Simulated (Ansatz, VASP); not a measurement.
**CdTe: VASP beside Ansatz**

```
CELL_PARAMETERS angstrom
0.00000 3.20500 3.20500
3.20500 0.00000 3.20500
3.20500 3.20500 0.00000
ATOMIC_POSITIONS crystal
Cd 0.00000 0.00000 0.00000
Te 0.75000 0.75000 0.75000
```

Alike in both runs: task single point; functional LDA; k mesh 10 × 10 × 10; occupations fermi-dirac, width 0.08 eV; no spin polarisation.

```csv
,VASP,Ansatz
version,VASP 6.6.1,Ansatz 0.2.0
potentials or method,"VASP PAW LDA potentials, release 64 (Cd, Te), cutoff 520 eV","all-electron LAPW, scalar-relativistic"
```

```csv
,VASP,Ansatz,Ansatz less VASP
pressure (GPa),0.2,0.0,-0.25
```

LDA's correlation is that of Perdew and Zunger in VASP and of Perdew and Wang (1992) in Ansatz. Ansatz ran all-electron here, and VASP with PAW potentials.

Spin-orbit coupling is off throughout.
